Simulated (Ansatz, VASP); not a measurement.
# Ga3PN2: VASP beside Ansatz

```
CELL_PARAMETERS angstrom
4.28994 0.00000 0.00000
-2.14497 3.71520 0.00000
0.00000 0.00000 6.76236
ATOMIC_POSITIONS crystal
Ga 0.00000 0.00000 0.50000
Ga 0.66667 0.33333 0.64932
Ga 0.33333 0.66667 0.35068
P 0.00000 0.00000 0.00000
N 0.66667 0.33333 0.24834
N 0.33333 0.66667 0.75166
```

Change from the starting cell: species swapped into the Li3GdBi2 type (P-3m1, No. 164).

Alike in both runs: task single point; functional PBE; k mesh 6 × 6 × 4; occupations gaussian, width 0.1 eV; no spin polarisation.

```csv
,VASP,Ansatz
version,VASP 6.6.1,Ansatz 0.2.0
potentials or method,"VASP PAW PBE potentials, release 64 (Ga_d, P, N), cutoff 520 eV","scalar-relativistic, plane waves, PAW"
valence electrons in the cell,54,54
```

|  | VASP | Ansatz | Ansatz less VASP |
| --- | --- | --- | --- |
| gap on the k mesh at the Fermi level (eV) | none | none | - |
| pressure (GPa) | -10.4 | -10.4 | -0.07 |
| traceless stress, the component that is largest in VASP (GPa) | 0.06 | 0.10 | +0.037 |
| rms of the force components (eV/Å) | 0.427 | 0.425 | -0.0020 |

Atom by atom the forces differ by 0.003 eV/Å (rms over components). A gap of «none» marks a metal or a gap that the smearing closes.
